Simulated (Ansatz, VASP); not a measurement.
This is a calculation of C for Ansatz 0.2.0.

input.yaml

```yaml
crystal:
  lattice:
    - [2.1273203072, -1.22828244, 0.0]
    - [2.1273203072, 1.22828244, 0.0]
    - [-1.3790696309, 0.0, 3.5028300786]
  atoms:
    - { symbol: C, position: [0.16664447, 0.16664447, 0.99990696] }
    - { symbol: C, position: [0.83335553, 0.83335553, 9.304e-05] }
hamiltonian:
  xc: pbe
  pseudopotentials: { kind: paw }
kpoints:
  mp_grid: { grid: [13, 13, 8] }
scf:
  occupations: { method: gaussian, width: 0.021 }
output:
  forces: true
  stress: true
  eigenvalues: true
```

Potentials or basis: Ansatz PAW.

Run with:

```console
$ ansatz run input.yaml --threads 2 --pin off --max-ram 5632MiB --backend cpu --events-out ev --progress --plain --runs-dir out
```

Translate it to VASP 6.6.1. Potentials there: VASP PAW PBE potentials, release 64 (C).

As run (the cutoff follows the program's own potentials):

Contents of INCAR:

```
SYSTEM = C
PREC = Accurate ; ENCUT = 520
EDIFF = 1E-6 ; ISMEAR = 0
SIGMA = 0.020999999999999998 ; LREAL = .FALSE.
LASPH = .TRUE. ; NELM = 100
ALGO = Normal ; ISIF = 2
LWAVE = .FALSE. ; LCHARG = .TRUE.
GGA = PE ; LELF = .TRUE.
LVHAR = .TRUE. ; NBANDS = 11
```

File KPOINTS:

```
Automatic mesh
0
G
  13 13 8
  0 0 0
```

POSCAR

```
C
1.0
    2.1273203072     -1.2282824400      0.0000000000
    2.1273203072      1.2282824400      0.0000000000
   -1.3790696309      0.0000000000      3.5028300786
C
2
Direct
    0.1666444700      0.1666444700      0.9999069600
    0.8333555300      0.8333555300      0.0000930400
```

Potentials or basis: VASP PAW PBE potentials, release 64 (C).

Command:

```console
$ cat potpaw_PBE.64/C/POTCAR > POTCAR
$ mpirun -np 1 vasp_std > vasp.out
```

Both were run:

|  | VASP | Ansatz | Ansatz less VASP |
| --- | --- | --- | --- |
| gap on the k mesh at the Fermi level (eV) | 0.93 | 0.93 | 0.000 |
| least direct gap on the mesh (eV) | 0.94 | 0.94 | 0.000 |
| pressure (GPa) | 4.2 | 3.8 | -0.41 |
| traceless stress, the component that is largest in VASP (GPa) | -2.13 | -1.60 | +0.528 |

Noted on Ansatz's run: odd divisions of the mesh miss points on the zone boundary, where band edges often lie, so the gap on the mesh can be too wide.
